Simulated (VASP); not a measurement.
The system is MgO (a cell with a defect).

```
O Mg
1.0
     8.42881    0.00000    0.00000
     0.00000    8.42881    0.00000
     0.00000    0.00000    8.42881
O Mg
32 32
Direct
  0.25740 0.99984 0.00035
  0.25740 0.99983 0.50035
  0.25740 0.49984 0.00035
  0.75741 0.99984 0.00035
  0.75740 0.99984 0.50035
  0.75739 0.49984 0.00036
  0.70252 0.54568 0.45557
  0.00807 0.24899 0.00277
  0.01624 0.24065 0.50188
  0.00708 0.74965 0.00023
  0.00627 0.74935 0.50006
  0.50771 0.25003 0.00047
  0.50853 0.25032 0.50065
  0.50672 0.75069 0.99793
  0.49856 0.75902 0.49882
  0.00708 0.99999 0.25053
  0.00807 0.99744 0.75126
  0.00618 0.50018 0.25095
  0.01619 0.49856 0.75947
  0.50673 0.00224 0.24943
  0.50772 0.99969 0.75017
  0.49860 0.50112 0.24125
  0.50863 0.49950 0.74975
  0.81233 0.45402 0.54514
  0.25737 0.24931 0.24980
  0.25975 0.24793 0.75231
  0.25505 0.75174 0.24840
  0.25744 0.75037 0.75090
  0.75738 0.25161 0.25214
  0.75825 0.24217 0.75800
  0.75654 0.75751 0.24271
  0.75741 0.74807 0.74856
  0.03280 0.49883 0.50141
  0.00782 0.99944 0.00078
  0.00997 0.99860 0.50101
  0.00991 0.49922 0.00171
  0.50697 0.00024 0.99992
  0.50483 0.00108 0.49970
  0.50489 0.50046 0.99900
  0.48203 0.50085 0.49929
  0.25782 0.24820 0.00099
  0.25851 0.24196 0.50115
  0.25699 0.75148 0.99971
  0.25627 0.75771 0.49956
  0.75799 0.24659 0.00155
  0.75917 0.23552 0.50214
  0.75682 0.75309 0.99915
  0.75564 0.76419 0.49857
  0.25696 0.00048 0.24868
  0.25784 0.99920 0.75201
  0.25623 0.50062 0.24238
  0.25856 0.49906 0.75832
  0.75680 0.00101 0.24694
  0.75800 0.99867 0.75375
  0.75553 0.50177 0.23655
  0.75929 0.49791 0.76415
  0.00788 0.24949 0.25295
  0.00865 0.24880 0.75146
  0.00529 0.75062 0.24957
  0.00792 0.74728 0.75076
  0.50687 0.25238 0.24994
  0.50951 0.24905 0.75113
  0.50614 0.75090 0.24924
  0.50691 0.75020 0.74776
```

Base run:

- Program: VASP 6.6.1
- Functional: r2SCAN
- Potentials or basis: VASP PAW PBE potentials, release 64 (O, Mg)
- Cutoff: 580 eV
- k mesh: 1 × 1 × 1, shifted
- Occupations: fermi-dirac, width 0.05 eV
- Spin: no spin polarisation

Its results: band gap on the k mesh 4.08 eV; pressure 1.8 GPa; largest force 0.346 eV/Å.

Task: The run is repeated on the same cell with these changes: functional from r2SCAN to PBEsol; cutoff from 580 eV to 520 eV. What comes out?

Result: Band gap on the k mesh 3.42 eV; pressure 3.6 GPa; largest force 0.264 eV/Å.

Caveats: the PAW data sets were made with another functional, which shifts forces and pressure a little.

A k mesh can miss the band edges.
